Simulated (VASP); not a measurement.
# KF (Carobbiite) (P1) in VASP: further runs

Runs on KF (Carobbiite). Level: PBE. Tasks: single point, relaxation of cell and atoms.

All numbers are computed with VASP 6.6.1; they aren't measurements. Logs are shortened: lines on timing, memory, paths and dates and some standing lists are left out, and cuts for length are marked.

## 1. The cell of the first run

The typed cell holds 2 atoms: a = 3.832 Å, b = 3.833 Å, c = 3.832 Å, α = 59.99°, β = 60.01°, γ = 60.00°.

## 2. Single point, PBE

File INCAR:

```
SYSTEM = KF
PREC = Accurate
ENCUT = 520
EDIFF = 1E-6
ISMEAR = -1
SIGMA = 0.02
LREAL = .FALSE.
LASPH = .TRUE.
NELM = 100
ALGO = Normal
ISIF = 2
LWAVE = .FALSE.
LCHARG = .TRUE.
GGA = PE
LELF = .TRUE.
LVHAR = .TRUE.
NBANDS = 15
```

File KPOINTS:

```
regular mesh
0
G
  7 7 7
  0 0 0
```

File POSCAR:

```
KF
1.0
   -0.0000133276      2.7095562669      2.7100538805
    2.7102749833      0.0000091960      2.7100313569
    2.7101282748      2.7093870349      0.0001559045
K F
1 1
Direct
    0.0254549280      0.0058248962      0.0019728599
    0.5254339220      0.5057695638      0.5020934401
```

Potentials or basis: VASP PAW PBE potentials, release 64 (K_sv, F).

Launch:

```
> cat potpaw_PBE.64/K_sv/POTCAR potpaw_PBE.64/F/POTCAR > POTCAR
> mpirun -np 1 vasp_std > vasp.out
```

OUTCAR:

```text
SYSTEM = KF
   PREC = Accurate
   ENCUT = 520
   EDIFF = 1E-6
   ISMEAR = -1
   LREAL = .FALSE.
   LASPH = .TRUE.
   NELM = 100
   ISIF = 2
   GGA = PE

 ion  position               nearest neighbor table
   1  0.025  0.006  0.002-   2 2.71   2 2.71   2 2.71   2 2.71   2 2.71   2 2.71
   2  0.525  0.506  0.502-   1 2.71   1 2.71   1 2.71   1 2.71   1 2.71   1 2.71

  LATTYP: Found a triclinic cell.
 ALAT       =     6.6373570092
 B/A-ratio  =     0.5773368473
 C/A-ratio  =     1.7323574761
 COS(alpha) =     0.0000109790
 COS(beta)  =     0.4812079269
 COS(gamma) =     0.8659835185

  Lattice vectors:

 A1 = (  -2.7104350194,   5.4189249098,  -2.7098529288)
 A2 = (  -0.0001467085,   2.7093778389,  -2.7098754524)
 A3 = ( -10.8408464990,   2.7098763389,   2.7097871187)

Analysis of symmetry for initial positions (statically):
=====================================================================
 Subroutine PRICEL returns:
 Original cell was already a primitive cell.

 Routine SETGRP: Setting up the symmetry group for a
 triclinic supercell.

 Subroutine GETGRP returns: Found  1 space group operations
 (whereof  1 operations were pure point group operations)
 out of a pool of  2 trial point group operations.

The static configuration has the point symmetry C_1 .

Analysis of symmetry for dynamics (positions and initial velocities):
=====================================================================
 Subroutine PRICEL returns:
 Original cell was already a primitive cell.

 Routine SETGRP: Setting up the symmetry group for a
 triclinic supercell.

 Subroutine GETGRP returns: Found  1 space group operations
 (whereof  1 operations were pure point group operations)
 out of a pool of  2 trial point group operations.

The dynamic configuration has the point symmetry C_1 .

 Subroutine INISYM returns: Found  1 space group operations
 (whereof  1 operations are pure point group operations),
 and found     1 'primitive' translations

----------------------------------------------------------------------------------------

                                     Primitive cell

  volume of cell :      39.7997

  direct lattice vectors                    reciprocal lattice vectors
    -0.000013328  2.709556267  2.710053880    -0.184486757  0.184526613  0.184502716
     2.710274983  0.000009196  2.710031357     0.184477677 -0.184538763  0.184505786
     2.710128275  2.709387035  0.000155905     0.184497654  0.184549660 -0.184514866

  length of vectors
     3.832243103  3.832735373  3.832176065     0.319572662  0.319576209  0.319599277

  position of ions in fractional coordinates (direct lattice)
     0.025454928  0.005824896  0.001972860
     0.525433922  0.505769564  0.502093440

  ion indices of the primitive-cell ions
   primitive index   ion index
                 1           1
                 2           2

----------------------------------------------------------------------------------------

 KPOINTS: regular mesh

Automatic generation of k-mesh.
 Grid dimensions read from file:
 generate k-points for:    7    7    7

 Generating k-lattice:

  Cartesian coordinates                     Fractional coordinates (reciprocal lattice)
    -0.026355251  0.026360945  0.026357531     0.142857143 -0.000000000 -0.000000000
     0.026353954 -0.026362680  0.026357969    -0.000000000  0.142857143  0.000000000
     0.026356808  0.026364237 -0.026359267    -0.000000000  0.000000000  0.142857143

  Length of vectors
     0.045653237  0.045653744  0.045657040

  Shift w.r.t. Gamma in fractional coordinates (k-lattice)
     0.000000000  0.000000000  0.000000000

 Subroutine IBZKPT returns following result:
 ===========================================

 Found    172 irreducible k-points:

 Following reciprocal coordinates:
            Coordinates               Weight
  0.000000  0.000000  0.000000      1.000000
  0.142857 -0.000000 -0.000000      2.000000
  0.285714 -0.000000 -0.000000      2.000000
  0.428571 -0.000000 -0.000000      2.000000
  0.000000  0.142857  0.000000      2.000000
  0.142857  0.142857  0.000000      2.000000
[... 16 lines left out ...]
 -0.428571  0.428571  0.000000      2.000000
 -0.285714  0.428571  0.000000      2.000000
 [... further k-points ...]
   k-points           NKPTS =    172   k-points in BZ     NKDIM =    172   number of bands    NBANDS=     15
   number of dos      NEDOS =    301   number of ions     NIONS =      2
   total plane-waves  NPLWV =  27000
   dimension x,y,z NGX =    30 NGY =   30 NGZ =   30
   dimension x,y,z NGXF=    60 NGYF=   60 NGZF=   60
   ions per type =               1   1
   NGX,Y,Z   is equivalent  to a cutoff of  13.01, 13.01, 13.01 a.u.
   NGXF,Y,Z  is equivalent  to a cutoff of  26.03, 26.03, 26.03 a.u.
 SYSTEM =  KF
   PREC   = accura    normal or accurate (medium, high low for compatibility)
   ISTART =      0    job   : 0-new  1-cont  2-samecut
   ICHARG =      2    charge: 1-file 2-atom 10-const
   ISPIN  =      1    spin polarized calculation?
   LNONCOLLINEAR =      F non collinear calculations
   LSORBIT =      F    spin-orbit coupling
   LASPH  =      T    aspherical Exc in radial PAW
   ENCUT  =  520.0 eV  38.22 Ry    6.18 a.u.   7.13  7.13  7.13*2*pi/ulx,y,z
   NELM   =    100;   NELMIN=  2; NELMDL= -5     # of ELM steps
   EDIFF  = 0.1E-05   stopping-criterion for ELM
   LREAL  =      F    real-space projection
   EDIFFG = 0.1E-04   stopping-criterion for IOM
   NSW    =      0    number of steps for IOM
   IBRION =     -1    ionic relax: 0-MD 1-quasi-New 2-CG
   NFREE  =      0    steps in history (QN), initial steepest desc. (CG)
   ISIF   =      2    stress and relaxation
   ISYM   =      2    0-nonsym 1-usesym 2-fastsym
   POTIM  = 0.5000    time-step for ionic-motion
   TEBEG  =    0.0;   TEEND  =   0.0 temperature during run
   PSTRESS=    0.0 pullay stress
   NELECT =      16.0000    total number of electrons
   NUPDOWN=      -1.0000    fix difference up-down
   EMIN   =  10.00;   EMAX   =-10.00  energy-range for DOS
   EFERMI =   0.00;   METHOD = LEGACY
   ISMEAR =    -1;   SIGMA  =   0.02  broadening in eV -4-tet -1-fermi 0-gaus
   EFERMI_NEDOS =   21; number of points for ismear=-14 and -15
   IALGO  =     38    algorithm
   IMIX   =      4    mixing-type and parameters
     AMIX     =   0.40;   BMIX     =  1.00
     AMIX_MAG =   1.60;   BMIX_MAG =  1.00
  volume/ion in A,a.u.               =      19.90       134.29
  Fermi-wavevector in a.u.,A,eV,Ry     =   1.208244  2.283251 19.862525  1.459854
  Thomas-Fermi vector in A             =   2.343858
   LORBIT       =      0    0 simple, 1 ext, 2 COOP (PROOUT), +10 PAW based schemes
   GGA     = PE    functional components
   LHFCALC =     F    Hartree Fock is set to
   AEXX    =    0.0000 exact exchange contribution
   IVDW    =     0    specifies the selected vdW correction
   LEPSILON=     F    determine dielectric tensor
   LRPA    =     F    only Hartree local field effects (RPA)
 non-spin polarized calculation
  energy-cutoff  :      520.00
  volume of cell :       39.80
 maximum number of plane-waves:      1086
 NGX is ok and might be reduce to    30
   NGX = 15   NGY = 15   NGZ = 15

 number of electron      16.0000000 magnetization

 Free energy of the ion-electron system (eV)
  ---------------------------------------------------
  ext. energy  EPLUGINS =         0.00000000
  ---------------------------------------------------
  free energy    TOTEN  =        -8.29924764 eV

  energy without entropy =       -8.29924764  energy(sigma->0) =       -8.29924764

 E-fermi :  -2.3910     XC(G=0):  -8.2134

 val. band max:       -2.9131859735   @ k =   0.0000   0.0000   0.0000
 cond. band min:       3.0353949091   @ k =   0.0000   0.0000   0.0000
 fundamental gap:      5.9485808826
 Fermi energy:        -2.3909870463

 k-point     1 :       0.0000    0.0000    0.0000
  band No.  band energies     occupation
      1     -29.1715      2.00000
      2     -21.5474      2.00000
      3     -12.4508      2.00000
      4     -12.4507      2.00000
      5     -12.4507      2.00000
      6      -2.9135      2.00000
      7      -2.9134      2.00000
      8      -2.9132      2.00000
      9       3.0354      0.00000
     10       7.6450      0.00000
     11       7.6455      0.00000
     12       7.6467      0.00000
     13       9.2608      0.00000
     14       9.2631      0.00000
     15      13.7442      0.00000

 k-point     2 :       0.1429   -0.0000   -0.0000
  band No.  band energies     occupation
      1     -29.1571      2.00000
      2     -21.5597      2.00000
      3     -12.4986      2.00000
      4     -12.4573      2.00000
      5     -12.4572      2.00000
      6      -3.0809      2.00000
      7      -2.9744      2.00000
      8      -2.9741      2.00000
      9       3.5733      0.00000
     10       7.3415      0.00000
     11       7.9034      0.00000
     12       7.9050      0.00000
     13       9.4331      0.00000
     14       9.4353      0.00000
     15      14.6457      0.00000

 k-point     3 :       0.2857   -0.0000   -0.0000
  band No.  band energies     occupation
      1     -29.1244      2.00000
      2     -21.5886      2.00000
      3     -12.6050      2.00000
      4     -12.4719      2.00000
      5     -12.4717      2.00000
      6      -3.4047      2.00000
      7      -3.1078      2.00000
      8      -3.1076      2.00000
      9       4.8511      0.00000
     10       6.9936      0.00000
     11       8.4889      0.00000
     12       8.4906      0.00000
     13       9.9915      0.00000
     14       9.9934      0.00000
     15      15.0214      0.00000

 k-point     4 :       0.4286   -0.0000   -0.0000
  band No.  band energies     occupation
      1     -29.0980      2.00000
      2     -21.6117      2.00000
      3     -12.6892      2.00000
      4     -12.4834      2.00000
      5     -12.4832      2.00000
      6      -3.6289      2.00000
      7      -3.2117      2.00000
      8      -3.2116      2.00000
      9       5.8681      0.00000
     10       7.2319      0.00000
     11       8.9022      0.00000
     12       8.9044      0.00000
     13      10.8934      0.00000
     14      10.8943      0.00000
     15      13.1119      0.00000
[... 307 lines left out ...]
 k-point    22 :       0.4286    0.4286    0.0000
  band No.  band energies     occupation
      1     -29.0810      2.00000
      2     -21.5590      2.00000
      3     -12.8944      2.00000
      4     -12.6256      2.00000
      5     -12.6254      2.00000
      6      -3.1926      2.00000
      7      -2.9784      2.00000
      8      -2.9781      2.00000
      9       5.3282      0.00000
     10       6.7994      0.00000
     11       8.7305      0.00000
     12      10.3993      0.00000
     13      10.7652      0.00000
     14      10.7668      0.00000
     15      12.9253      0.00000

 k-point    23 :      -0.4286    0.4286    0.0000
  band No.  band energies     occupation
      1     -29.0761      2.00000
      2     -21.5626      2.00000
      3     -12.9074      2.00000
      4     -12.6438      2.00000
      5     -12.6153      2.00000
      6      -3.1375      2.00000
      7      -3.0776      2.00000
      8      -3.0239      2.00000
      9       5.5056      0.00000
     10       7.4413      0.00000
     11       8.1253      0.00000
     12      10.4638      0.00000
     13      10.8612      0.00000
     14      11.6550      0.00000
     15      11.9410      0.00000

 k-point    24 :      -0.2857    0.4286    0.0000
  band No.  band energies     occupation
      1     -29.0800      2.00000
      2     -21.5835      2.00000
      3     -12.8017      2.00000
      4     -12.6440      2.00000
      5     -12.5606      2.00000
      6      -3.3243      2.00000
      7      -3.1398      2.00000
      8      -3.1261      2.00000
      9       6.1144      0.00000
     10       7.1670      0.00000
     11       8.2834      0.00000
     12       9.9272      0.00000
     13      10.7625      0.00000
     14      11.4891      0.00000
     15      12.1900      0.00000

 [... further k-points ...]

------------------------ aborting loop because EDIFF is reached ----------------------------------------

  FORCE on cell =-STRESS in cart. coord.  units (eV):
  Direction    XX          YY          ZZ          XY          YZ          ZX
  --------------------------------------------------------------------------------------
  -------------------------------------------------------------------------------------
  Total        0.0055416      0.0088005      0.0064725      0.0002645     -0.0002236     -0.0001405
  in kB        0.2230818      0.3542733      0.2605572      0.0106473     -0.0090020     -0.0056554
  external PRESSURE =       0.2793041 kB  Pullay stress =       0.0000000 kB

 VOLUME and BASIS-vectors are now :
 -----------------------------------------------------------------------------
  energy-cutoff  :      520.00
  volume of cell :       39.80
      direct lattice vectors                 reciprocal lattice vectors
    -0.000013328  2.709556267  2.710053880    -0.184486757  0.184526613  0.184502716
     2.710274983  0.000009196  2.710031357     0.184477677 -0.184538763  0.184505786
     2.710128275  2.709387035  0.000155905     0.184497654  0.184549660 -0.184514866

 POSITION                                       TOTAL-FORCE (eV/Angst)
 -----------------------------------------------------------------------------------
      0.02113      0.07432      0.08477         0.000005      0.000471     -0.000174
      2.73151      2.78406      2.79468        -0.000005     -0.000471      0.000174
 -----------------------------------------------------------------------------------
    total drift:                                0.000384     -0.000205     -0.000174

  FREE ENERGIE OF THE ION-ELECTRON SYSTEM (eV)
  ---------------------------------------------------
  free  energy   TOTEN  =        -8.2992476376 eV

  energy  without entropy=       -8.2992476375  energy(sigma->0) =       -8.29924764
```

Wall time 49 s (1 thread of AMD EPYC 9R45 (Zen 5), shared host); peak memory 0.21 GiB.

Results:

| Item | Value |
| --- | --- |
| Free energy | -8.2992 eV |
| Pressure | 0.0 GPa |
| Band gap on the k mesh | 5.95 eV, direct |

Levels at points of the mesh, in eV from the valence-band top:
| k point | band 5 | band 6 | band 7 | band 8 | band 9 | band 10 | band 11 | band 12 |
| --- | --- | --- | --- | --- | --- | --- | --- | --- |
| (0.00, 0.00, 0.00) | -9.54 | 0.00 | 0.00 | 0.00 | 5.95 | 10.56 | 10.56 | 10.56 |

## 3. Relaxation of cell and atoms, PBE

This run uses another cell than the first one, of 19.07 Å³/atom, 0.958 times its volume.

File INCAR:

```
PREC = Accurate
ENCUT = 600
EDIFF = 1E-6
ISMEAR = -1
SIGMA = 0.02
LREAL = F
LASPH = T
NELM = 100
ALGO = Normal
ISIF = 3
LWAVE = F
LCHARG = F
GGA = PE
IBRION = 2
NSW = 100
EDIFFG = -0.01
```

File KPOINTS:

```
Automatic mesh
0
Gamma
  7 7 7
```

File POSCAR:

```
KF
1.0
    0.0000000000      2.6718500000      2.6718500000
    2.6718500000      0.0000000000      2.6718500000
    2.6718500000      2.6718500000      0.0000000000
K F
1 1
Direct
    0.0300399500      0.0136867400     -0.0171644200
    0.5208489000      0.4979077200      0.5212307200
```

Potentials or basis: VASP PAW PBE potentials, release 64 (K_sv, F).

Launch:

```
> cat potpaw_PBE.64/K_sv/POTCAR potpaw_PBE.64/F/POTCAR > POTCAR
> mpirun -np 1 vasp_std > vasp.out
```

Wall time 4.7 min (1 thread of AMD EPYC 9R45 (Zen 5), shared host); peak memory 0.22 GiB.

Results (log left out):

- Free energy: -8.2990 eV
- Relaxed volume: 19.91 Å³/atom
- Relaxed cell: a = 3.836 Å, b = 3.834 Å, c = 3.831 Å, α = 59.97°, β = 59.95°, γ = 60.00°
- Space group after relaxing (to 0.05 Å): Fm-3m (No. 225)
- Energy gained by relaxing: 9.4 meV/atom
- Ionic steps: 11
- Pressure after relaxing: 0.0 GPa
- Band gap on the k mesh: 5.94 eV, direct

Forces in eV/Å, atoms in the order of the input:
```
K   -0.001 -0.001  0.002
F    0.001  0.001 -0.002
```

Step by step:
| step | energy change (eV) | largest force (eV/Å) | pressure (GPa) | volume (Å³) |
| --- | --- | --- | --- | --- |
| 1 | 0.0000 | 0.1972 | 1.61 | 38.15 |
| 2 | -0.0105 | 0.1450 | 0.60 | 39.22 |
| 3 | -0.0139 | 0.0967 | -0.38 | 40.48 |
| 4 | -0.0140 | 0.1014 | -0.28 | 40.34 |
| 5 | -0.0155 | 0.0854 | -0.23 | 40.22 |
| 6 | -0.0183 | 0.0342 | -0.04 | 39.87 |
| 7 | -0.0153 | 0.0831 | 0.55 | 39.17 |
| 8 | -0.0186 | 0.0077 | 0.11 | 39.70 |
| 9 | -0.0186 | 0.0063 | 0.10 | 39.68 |
| 10 | -0.0186 | 0.0038 | 0.11 | 39.67 |
| 11 | -0.0187 | 0.0022 | 0.04 | 39.82 |

Final structure:
```
CELL_PARAMETERS angstrom
-0.00017 2.71263 2.71189
2.71122 0.00015 2.71157
2.70831 2.70941 0.00306
ATOMIC_POSITIONS crystal
K 0.02532 0.00572 0.00229
F 0.52557 0.50587 0.50178
```

Levels at points of the mesh, in eV from the valence-band top:
```tsv
k point	band 5	band 6	band 7	band 8	band 9	band 10	band 11	band 12
(0.00, 0.00, 0.00)	-9.54	0.00	0.00	0.00	5.94	10.55	10.55	10.57
```

Expect the measured gap to be larger: semilocal functionals such as PBE lack the derivative discontinuity. Zero-point motion and thermal expansion aren't in these numbers.
